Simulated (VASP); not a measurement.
# RbBr (wurtzite type) (P6_3mc) in VASP: relaxation of cell and atoms with PBE

Aim: the relaxation of cell and atoms of RbBr (wurtzite type) with PBE.

Everything below comes from runs of VASP 6.6.1. Logs are shortened: lines on timing, memory, paths and dates and some standing lists are left out, and cuts for length are marked.

## 1. The cell of the first run

Symmetry: P6_3mc, No. 186, hexagonal system. Conventional cell: a = 4.556 Å, b = 4.556 Å, c = 7.426 Å, α = 90.00°, β = 90.00°, γ = 120.00°. Rb (site symmetry 3m) has 4 Br at 2.79 Å within 3.7 Å. Br (site symmetry 3m) has 4 Rb at 2.79 Å within 3.7 Å.

## 2. Relaxation of cell and atoms, PBE

Contents of INCAR:

```
SYSTEM = RbBr
  PREC = Accurate
  ENCUT = 600
  EDIFF = 1E-6
  ISMEAR = -1
  SIGMA = 0.05
  LREAL = .FALSE.
  LASPH = .TRUE.
  NELM = 100
  ALGO = Normal
  ISIF = 3
  LWAVE = .FALSE.
  LCHARG = .FALSE.
  GGA = PE
  IBRION = 2
  NSW = 100
  EDIFFG = -0.005
```

Contents of KPOINTS:

```
regular mesh
0
G
  10 10 6
  0 0 0
```

Contents of POSCAR:

```
RbBr
1.0
    4.5558582445      0.0000000000      0.0000000000
   -2.2779291223      3.9454889758      0.0000000000
    0.0000000000      0.0000000000      7.4260489385
Rb Br
2 2
Direct
    0.3333333333      0.6666666667      0.0000000000
    0.6666666667      0.3333333333      0.5000000000
    0.3333333333      0.6666666667      0.3760000000
    0.6666666667      0.3333333333      0.8760000000
```

Potentials or basis: VASP PAW PBE potentials, release 64 (Rb_sv, Br).

Command:

```console
> cat potpaw_PBE.64/Rb_sv/POTCAR potpaw_PBE.64/Br/POTCAR > POTCAR
> mpirun -np 1 vasp_std > vasp.out
```

OUTCAR:

```text
SYSTEM = RbBr
   PREC = Accurate
   ENCUT = 600
   EDIFF = 1E-6
   ISMEAR = -1
   LREAL = .FALSE.
   LASPH = .TRUE.
   NELM = 100
   ISIF = 3
   GGA = PE
   IBRION = 2
   NSW = 100
   EDIFFG = -0.005

 ion  position               nearest neighbor table
   1  0.333  0.667  0.000-   4 2.79   4 2.79   4 2.79   3 2.79   2 4.55   2 4.55   2 4.55   2 4.55
                             2 4.55   2 4.55
   2  0.667  0.333  0.500-   3 2.79   3 2.79   3 2.79   4 2.79   1 4.55   1 4.55   1 4.55   1 4.55
                             1 4.55   1 4.55
   3  0.333  0.667  0.376-   2 2.79   2 2.79   2 2.79   1 2.79
   4  0.667  0.333  0.876-   1 2.79   1 2.79   1 2.79   2 2.79

  LATTYP: Found a hexagonal cell.
 ALAT       =     4.5558582445
 C/A-ratio  =     1.6300000000

  Lattice vectors:

 A1 = (   4.5558582445,   0.0000000000,   0.0000000000)
 A2 = (  -2.2779291223,   3.9454889758,   0.0000000000)
 A3 = (   0.0000000000,   0.0000000000,   7.4260489385)

Analysis of symmetry for initial positions (statically):
=====================================================================
 Subroutine PRICEL returns:
 Original cell was already a primitive cell.

 Routine SETGRP: Setting up the symmetry group for a
 hexagonal supercell.

 Subroutine GETGRP returns: Found 12 space group operations
 (whereof  6 operations were pure point group operations)
 out of a pool of 24 trial point group operations.

The static configuration has the point symmetry C_3v.
 The point group associated with its full space group is C_6v.

Analysis of symmetry for dynamics (positions and initial velocities):
=====================================================================
 Subroutine PRICEL returns:
 Original cell was already a primitive cell.

 Routine SETGRP: Setting up the symmetry group for a
 hexagonal supercell.

 Subroutine GETGRP returns: Found 12 space group operations
 (whereof  6 operations were pure point group operations)
 out of a pool of 24 trial point group operations.

The dynamic configuration has the point symmetry C_3v.
 The point group associated with its full space group is C_6v.

 Subroutine INISYM returns: Found 12 space group operations
 (whereof  6 operations are pure point group operations),
 and found     1 'primitive' translations

----------------------------------------------------------------------------------------

                                     Primitive cell

  volume of cell :     133.4839

  direct lattice vectors                    reciprocal lattice vectors
     4.555858245  0.000000000  0.000000000     0.219497611  0.126727005  0.000000000
    -2.277929122  3.945488976  0.000000000     0.000000000  0.253454009  0.000000000
     0.000000000  0.000000000  7.426048939     0.000000000  0.000000000  0.134661111

  length of vectors
     4.555858245  4.555858245  7.426048939     0.253454009  0.253454009  0.134661111

  position of ions in fractional coordinates (direct lattice)
     0.333333333  0.666666667  0.000000000
     0.666666667  0.333333333  0.500000000
     0.333333333  0.666666667  0.376000000
     0.666666667  0.333333333  0.876000000

  ion indices of the primitive-cell ions
   primitive index   ion index
                 1           1
                 2           2
                 3           3
                 4           4

----------------------------------------------------------------------------------------

 KPOINTS: regular mesh

Automatic generation of k-mesh.
 Grid dimensions read from file:
 generate k-points for:   10   10    6

 Generating k-lattice:

  Cartesian coordinates                     Fractional coordinates (reciprocal lattice)
     0.021949761  0.012672700  0.000000000     0.100000000 -0.000000000  0.000000000
     0.000000000  0.025345401  0.000000000     0.000000000  0.100000000  0.000000000
     0.000000000  0.000000000  0.022443518     0.000000000  0.000000000  0.166666667

  Length of vectors
     0.025345401  0.025345401  0.022443518

  Shift w.r.t. Gamma in fractional coordinates (k-lattice)
     0.000000000  0.000000000  0.000000000

 Subroutine IBZKPT returns following result:
 ===========================================

 Found     56 irreducible k-points:

 Following reciprocal coordinates:
            Coordinates               Weight
  0.000000  0.000000  0.000000      1.000000
  0.100000  0.000000  0.000000      6.000000
  0.200000  0.000000  0.000000      6.000000
  0.300000  0.000000  0.000000      6.000000
  0.400000  0.000000  0.000000      6.000000
  0.500000  0.000000  0.000000      3.000000
[... 16 lines left out ...]
  0.300000  0.100000  0.166667     24.000000
  0.400000  0.100000  0.166667     24.000000
 [... further k-points ...]
   k-points           NKPTS =     56   k-points in BZ     NKDIM =     56   number of bands    NBANDS=     20
   number of dos      NEDOS =    301   number of ions     NIONS =      4
   total plane-waves  NPLWV =  77760
   dimension x,y,z NGX =    36 NGY =   36 NGZ =   60
   dimension x,y,z NGXF=    72 NGYF=   72 NGZF=  120
   ions per type =               2   2
   NGX,Y,Z   is equivalent  to a cutoff of  13.14, 13.14, 13.43 a.u.
   NGXF,Y,Z  is equivalent  to a cutoff of  26.27, 26.27, 26.86 a.u.
 SYSTEM =  RbBr
   PREC   = accura    normal or accurate (medium, high low for compatibility)
   ISTART =      0    job   : 0-new  1-cont  2-samecut
   ICHARG =      2    charge: 1-file 2-atom 10-const
   ISPIN  =      1    spin polarized calculation?
   LNONCOLLINEAR =      F non collinear calculations
   LSORBIT =      F    spin-orbit coupling
   LASPH  =      T    aspherical Exc in radial PAW
   ENCUT  =  600.0 eV  44.10 Ry    6.64 a.u.   9.10  9.10 14.83*2*pi/ulx,y,z
   NELM   =    100;   NELMIN=  2; NELMDL= -5     # of ELM steps
   EDIFF  = 0.1E-05   stopping-criterion for ELM
   LREAL  =      F    real-space projection
   EDIFFG = -.5E-02   stopping-criterion for IOM
   NSW    =    100    number of steps for IOM
   IBRION =      2    ionic relax: 0-MD 1-quasi-New 2-CG
   NFREE  =      1    steps in history (QN), initial steepest desc. (CG)
   ISIF   =      3    stress and relaxation
   ISYM   =      2    0-nonsym 1-usesym 2-fastsym
   POTIM  = 0.5000    time-step for ionic-motion
   TEBEG  =    0.0;   TEEND  =   0.0 temperature during run
   PSTRESS=    0.0 pullay stress
   NELECT =      32.0000    total number of electrons
   NUPDOWN=      -1.0000    fix difference up-down
   EMIN   =  10.00;   EMAX   =-10.00  energy-range for DOS
   EFERMI =   0.00;   METHOD = LEGACY
   ISMEAR =    -1;   SIGMA  =   0.05  broadening in eV -4-tet -1-fermi 0-gaus
   EFERMI_NEDOS =   21; number of points for ismear=-14 and -15
   IALGO  =     38    algorithm
   IMIX   =      4    mixing-type and parameters
     AMIX     =   0.40;   BMIX     =  1.00
     AMIX_MAG =   1.60;   BMIX_MAG =  1.00
  volume/ion in A,a.u.               =      33.37       225.20
  Fermi-wavevector in a.u.,A,eV,Ry     =   1.016987  1.921826 14.071984  1.034262
  Thomas-Fermi vector in A             =   2.150362
   LORBIT       =      0    0 simple, 1 ext, 2 COOP (PROOUT), +10 PAW based schemes
   GGA     = PE    functional components
   LHFCALC =     F    Hartree Fock is set to
   AEXX    =    0.0000 exact exchange contribution
   IVDW    =     0    specifies the selected vdW correction
   LEPSILON=     F    determine dielectric tensor
   LRPA    =     F    only Hartree local field effects (RPA)
 conjugate gradient relaxation of ions
 non-spin polarized calculation
  energy-cutoff  :      600.00
  volume of cell :      133.48
 maximum number of plane-waves:      4494
   NGX = 19   NGY = 19   NGZ = 29

--------------------------------------- Ionic step        1  -------------------------------------------

 number of electron      32.0000001 magnetization

 Free energy of the ion-electron system (eV)
  ---------------------------------------------------
  ext. energy  EPLUGINS =         0.00000000
  ---------------------------------------------------
  free energy    TOTEN  =        -8.56259184 eV

  energy without entropy =       -8.56259184  energy(sigma->0) =       -8.56259184

 E-fermi :   0.3485     XC(G=0):  -7.7499

 val. band max:       -0.8326342236   @ k =   0.5000   0.0000   0.0000
 cond. band min:       3.7538492390   @ k =   0.0000   0.0000   0.0000
 fundamental gap:      4.5864834626
 Fermi energy:         0.3485033027

 k-point     1 :       0.0000    0.0000    0.0000
  band No.  band energies     occupation
      1     -24.7857      2.00000
      2     -24.7360      2.00000
      3     -13.8543      2.00000
      4     -13.4524      2.00000
      5      -9.1564      2.00000
      6      -9.1564      2.00000
[... 541 lines left out ...]
     19       6.0450      0.00000
     20       6.6044      0.00000

 [... further k-points ...]
[... 5 lines left out ...]
  --------------------------------------------------------------------------------------
  -------------------------------------------------------------------------------------
  Total       14.7998048     14.7998048     14.2675156     -0.0000000      0.0000000      0.0000000
  in kB      177.6387569    177.6387569    171.2498091     -0.0000000      0.0000000      0.0000000
  external PRESSURE =     175.5091076 kB  Pullay stress =       0.0000000 kB
[... 95 lines left out ...]
  FREE ENERGIE OF THE ION-ELECTRON SYSTEM (eV)
  ---------------------------------------------------
  free  energy   TOTEN  =       -11.8614275071 eV

  energy  without entropy=      -11.8614275071  energy(sigma->0) =      -11.86142751

[... ionic steps 4 to 33 ...]

--------------------------------------- Ionic step       34  -------------------------------------------

 number of electron      31.9999989 magnetization

------------------------ aborting loop because EDIFF is reached ----------------------------------------
[... 71 lines left out ...]
--------------------------------------- Ionic step       36  -------------------------------------------

 number of electron      31.9999988 magnetization

 Free energy of the ion-electron system (eV)
  ---------------------------------------------------
  ext. energy  EPLUGINS =         0.00000000
  ---------------------------------------------------
  free energy    TOTEN  =       -12.06095868 eV

  energy without entropy =      -12.06095868  energy(sigma->0) =      -12.06095868

 E-fermi :  -1.5857     XC(G=0):  -6.0369

 val. band max:       -2.6806806396   @ k =   0.0000   0.0000   0.0000
 cond. band min:       1.3397583594   @ k =   0.0000   0.0000   0.0000
 fundamental gap:      4.0204389990
 Fermi energy:        -1.5857020893

 k-point     1 :       0.0000    0.0000    0.0000
  band No.  band energies     occupation
      1     -27.3658      2.00000
      2     -27.3581      2.00000
      3     -14.7699      2.00000
      4     -14.7309      2.00000
      5     -11.5513      2.00000
      6     -11.5130      2.00000
[... 541 lines left out ...]
     19       3.6920      0.00000
     20       4.2565      0.00000

 [... further k-points ...]
[... 5 lines left out ...]
  --------------------------------------------------------------------------------------
  -------------------------------------------------------------------------------------
  Total       -0.0096834     -0.0096834     -0.0028954      0.0000000      0.0000000      0.0000000
  in kB       -0.0729243     -0.0729243     -0.0218048      0.0000000      0.0000000      0.0000000
  external PRESSURE =      -0.0558845 kB  Pullay stress =       0.0000000 kB
[... 19 lines left out ...]
  FREE ENERGIE OF THE ION-ELECTRON SYSTEM (eV)
  ---------------------------------------------------
  free  energy   TOTEN  =       -12.0609586817 eV

  energy  without entropy=      -12.0609586816  energy(sigma->0) =      -12.06095868

 reached required accuracy - stopping structural energy minimisation
```

Run time: 24 min. Hardware: 1 thread of Intel Xeon 6975P-C (Granite Rapids), shared host; peak memory 0.39 GiB.

Results:

* Free energy: -12.0610 eV
* Relaxed volume: 53.19 Å³/atom
* Relaxed cell: a = 5.942 Å, b = 5.942 Å, c = 6.957 Å, α = 90.00°, β = 90.00°, γ = 120.00°
* Space group after relaxing (to 0.1 Å): P6_3/mmc (No. 194)
* Energy gained by relaxing: 874.6 meV/atom
* Ionic steps: 36
* Pressure after relaxing: 0.0 GPa
* Band gap on the k mesh: 4.02 eV

Step by step:
| step | energy change (eV) | largest force (eV/Å) | pressure (GPa) | volume (Å³) |
| --- | --- | --- | --- | --- |
| 1 | 0.0000 | 0.0089 | 17.55 | 133.48 |
| 2 | -3.2671 | 0.0298 | 0.83 | 217.29 |
| 3 | -3.2988 | 0.0278 | 0.42 | 225.52 |
| 4 | -3.3084 | 0.0242 | -0.20 | 242.60 |
| 5 | -3.3124 | 0.0253 | -0.02 | 236.78 |
| 6 | -3.3120 | 0.0258 | 0.07 | 234.32 |
| 7 | -3.3122 | 0.0266 | 0.07 | 234.32 |
| 8 | -3.3130 | 0.0294 | 0.07 | 234.32 |
| 9 | -3.3143 | 0.0359 | 0.07 | 234.31 |
| 10 | -3.3165 | 0.0510 | 0.06 | 234.24 |
| 11 | -3.3174 | 0.0403 | 0.03 | 235.09 |
| 12 | -3.3183 | 0.0192 | -0.04 | 236.96 |
| 13 | -3.3188 | 0.0157 | -0.03 | 236.62 |
| 14 | -3.3200 | 0.0065 | -0.01 | 235.60 |
| 15 | -3.3214 | 0.0099 | 0.05 | 233.56 |
| 16 | -3.3221 | 0.0338 | 0.16 | 229.46 |
| 17 | -3.3222 | 0.0340 | 0.16 | 229.42 |
| 18 | -3.3225 | 0.0338 | 0.16 | 229.28 |
| 19 | -3.3232 | 0.0339 | 0.16 | 229.01 |
| 20 | -3.3248 | 0.0324 | 0.16 | 228.47 |
| 21 | -3.3286 | 0.0281 | 0.16 | 227.37 |
| 22 | -3.3401 | 0.0138 | 0.15 | 225.07 |
| 23 | -3.3819 | 0.0343 | 0.09 | 220.13 |
| 24 | -3.4941 | 0.0473 | 0.18 | 208.78 |
| 25 | -3.4542 | 0.1444 | 0.57 | 204.34 |
| 26 | -3.4942 | 0.0399 | 0.20 | 208.29 |
| 27 | -3.4938 | 0.0257 | 0.24 | 207.79 |
| 28 | -3.4978 | 0.0183 | 0.06 | 211.48 |
| 29 | -3.4981 | 0.0159 | -0.01 | 212.92 |
| 30 | -3.4981 | 0.0160 | -0.01 | 212.79 |
| 31 | -3.4981 | 0.0163 | 0.00 | 212.61 |
| 32 | -3.4982 | 0.0139 | 0.00 | 212.56 |
| 33 | -3.4983 | 0.0060 | 0.01 | 212.41 |
| 34 | -3.4982 | 0.0094 | 0.02 | 212.11 |
| 35 | -3.4984 | 0.0010 | 0.01 | 212.31 |
| 36 | -3.4984 | 0.0011 | -0.01 | 212.75 |

Final structure:
```cif
data_structure
_symmetry_space_group_name_H-M 'P 1'
_symmetry_Int_Tables_number 1
_cell_length_a 5.9422
_cell_length_b 5.9422
_cell_length_c 6.9572
_cell_angle_alpha 90.000
_cell_angle_beta 90.000
_cell_angle_gamma 120.000
_cell_volume 212.75
loop_
_atom_site_label
_atom_site_type_symbol
_atom_site_fract_x
_atom_site_fract_y
_atom_site_fract_z
_atom_site_occupancy
Rb1 Rb 0.33333 0.66667 0.93792 1
Rb2 Rb 0.66667 0.33333 0.43792 1
Br1 Br 0.33333 0.66667 0.43808 1
Br2 Br 0.66667 0.33333 0.93808 1
```

Caveat: the volume moved by over 15 % at a fixed basis, so the end points are rough. A k mesh can miss the band edges.
